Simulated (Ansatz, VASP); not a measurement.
One calculation of Au, two programs

Contents of POSCAR:

```
Au
1.0
    2.8902925734      0.0000000000      0.0000000000
   -1.4451462867      2.5030667929      0.0000000000
    0.0000000000      0.0000000000      5.1079514800
Au
2
Direct
    0.3333333333      0.6666666667      0.7500000000
    0.6666666667      0.3333333333      0.2500000000
```

INCAR.step1

```
PREC = Accurate
ENCUT = 520
ISMEAR = 0
SIGMA = 0.15
LREAL = False
LASPH = True
NELM = 80
NBANDS = 18
GGA = PE
ALGO = Normal
EDIFF = 1E-4
LWAVE = True
LCHARG = False
```

INCAR.step2

```
PREC = Accurate
ENCUT = 520
EDIFF = 1E-6
ISMEAR = 0
SIGMA = 0.15
LREAL = False
LASPH = True
NELM = 80
ALGO = Normal
ISIF = 2
LWAVE = False
LCHARG = False
METAGGA = R2SCAN
LMIXTAU = True
NBANDS = 18
ISTART = 1
```

File KPOINTS:

```
regular mesh
0
Gamma
  24 24 12
```

Input for Ansatz:

```yaml
crystal:
  lattice:
    - [2.8902925734, 0.0, 0.0]
    - [-1.4451462867, 2.5030667929, 0.0]
    - [0.0, 0.0, 5.10795148]
  atoms:
    - { symbol: Au, position: [0.3333333333, 0.6666666667, 0.75] }
    - { symbol: Au, position: [0.6666666667, 0.3333333333, 0.25] }
basis:
  ecutwfc: 500
kpoints:
  mp_grid: { grid: [24, 24, 12] }
hamiltonian:
  xc: r2scan
scf:
  occupations: { method: gaussian, width: 0.15 }
output:
  forces: true
  stress: true
  eigenvalues: true
```

Change from the starting cell: strain +0.000 along x and y, +0.050 along z, atoms carried along.

Alike in both runs: task single point; functional r2SCAN; k mesh 24 × 24 × 12; occupations gaussian, width 0.15 eV; no spin polarisation.

```csv
,VASP,Ansatz
version,VASP 6.6.1,Ansatz 0.2.0
potentials or method,"VASP PAW PBE potentials, release 64 (Au), cutoff 520 eV","scalar-relativistic, plane waves, PAW"
valence electrons in the cell,22,38
```

```tsv
	VASP	Ansatz	Ansatz less VASP
gap on the k mesh at the Fermi level (eV)	none	none	-
pressure (GPa)	-5.7	-5.9	-0.18
traceless stress, the component that is largest in VASP (GPa)	-1.12	-1.05	+0.070
```

VASP's potentials were made for PBE, not for r2SCAN. A gap of «none» marks a metal or a gap that the smearing closes. The functional is the same, so the differences come from potentials, cutoffs and numerics. VASP's potentials hold 22 valence electrons a cell and Ansatz's 38, so a difference there can come from the potentials and not from the codes.

Spin-orbit coupling is off throughout.
